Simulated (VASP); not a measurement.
## Rb: single point with PBE

The system is Rb.

```
CELL_PARAMETERS angstrom
0.00000 3.63988 3.63988
3.63988 0.00000 3.63988
3.63988 3.63988 0.00000
ATOMIC_POSITIONS crystal
Rb 0.00000 0.00000 0.00000
```

* Program: VASP 6.6.1
* Task: single point
* Functional: PBE
* Potentials or basis: VASP PAW PBE potentials, release 64 (Rb_sv)
* Cutoff: 500 eV
* k mesh: 4 × 4 × 4
* Occupations: methfessel-paxton, width 0.1 eV
* Spin: no spin polarisation

The pressure is -0.1 GPa.

Levels at points of the mesh, in eV from the Fermi level:
```tsv
k point	band 2	band 3	band 4	band 5	band 6	band 7	band 8	band 9
(0.00, 0.00, 0.00)	-13.13	-13.13	-13.13	-2.06	3.38	3.38	3.38	4.66
(0.50, 0.00, 0.00)	-13.21	-13.15	-13.15	-0.03	0.46	3.18	3.18	5.18
(0.50, 0.50, 0.00)	-13.21	-13.16	-13.16	0.49	1.17	1.67	4.14	4.14
```

It took 20 s on 1 thread of Intel Xeon 8259CL, with other jobs on the host, peak memory 0.22 GiB.

Caveat: the k points lie up to 0.37 Å⁻¹ apart.
